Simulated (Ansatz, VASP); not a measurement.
PbF2 in VASP and in Ansatz

```
Pb F
1.0
     2.94934    2.94934    0.00000
    -2.94934    2.94934    0.00000
     0.00000    2.94934    2.94934
Pb F
1 2
Direct
  0.00000 0.00000 0.00000
  0.25000 0.75000 0.50000
  0.75000 0.25000 0.50000
```

Alike in both runs: functional PBEsol; k mesh 12 × 12 × 12; occupations fermi-dirac, width 0.1 eV; no spin polarisation.

Ansatz relaxed the structure, and its values are those at the end. VASP's run is a single point on that final structure, the one shown.

|  | VASP | Ansatz |
| --- | --- | --- |
| version | VASP 6.6.1 | Ansatz 0.2.0 |
| potentials or method | VASP PAW PBE potentials, release 64 (Pb_d, F) | PAW with Ansatz's default frozen-core files, scalar-relativistic |
| plane-wave cutoff (eV) | 520 | 420 |
| valence electrons in the cell | 28 | 28 |

VASP gave:

| Item | Value |
| --- | --- |
| gap on the k mesh at the Fermi level (eV) | 4.30 |
| pressure (GPa) | -0.2 |

**Question.** Which values does Ansatz return?

**Answer.** gap on the k mesh at the Fermi level (eV): 4.31; pressure (GPa): 0.0.

VASP's potentials were made for PBE, not for PBEsol. With one functional, cell and mesh, what is left measures potentials, basis and numerics.

Spin-orbit coupling is off throughout.
